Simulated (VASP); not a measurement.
The system is Cd.

```
Cd
1.0
     3.09307    0.00000    0.00000
    -1.54653    2.67868    0.00000
     0.00000    0.00000   10.43074
Cd
4
Direct
  0.00000 0.00000 0.00000
  0.33333 0.66667 0.25000
  0.00000 0.00000 0.50000
  0.66667 0.33333 0.75000
```

```yaml
Program: VASP 6.6.1
Task: relaxation of cell and atoms
Functional: PBE
Potentials_or_basis: VASP PAW PBE potentials, release 64 (Cd)
Cutoff: 600 eV
k_mesh: 12 × 12 × 4
Occupations: gaussian, width 0.1 eV
Spin: no spin polarisation
```

At the start: pressure 2.8 GPa; volume 21.61 Å³/atom.

Problem. Where does the relaxation end?

Solution. Over 7 steps the energy falls by 13.8 meV/atom and the volume is 23.01 Å³/atom (+6.5 %); space group P6_3/mmc (No. 194, to 0.1 Å) before and after.

The path:
```
step  energy change (eV)  largest force (eV/Å)  pressure (GPa)  volume (Å³)
   1              0.0000                0.0000            2.77        86.42
   2             -0.0422                0.0000            0.21        91.18
   3             -0.0425                0.0000           -0.06        91.72
   4             -0.0425                0.0000           -0.01        91.61
   5             -0.0442                0.0000            0.00        91.66
   6             -0.0502                0.0000           -0.08        91.80
   7             -0.0552                0.0000           -0.05        92.04
```

Final structure:
```xyz
4
Lattice="3.1024 0.0000 0.0000 -1.5512 2.6868 0.0000 0.0000 0.0000 11.0413" Properties=species:S:1:pos:R:3 pbc="T T T"
Cd    0.0000    0.0000    0.0000
Cd    0.0000    1.7912    2.7603
Cd    0.0000    0.0000    5.5206
Cd    1.5512    0.8956    8.2810
```
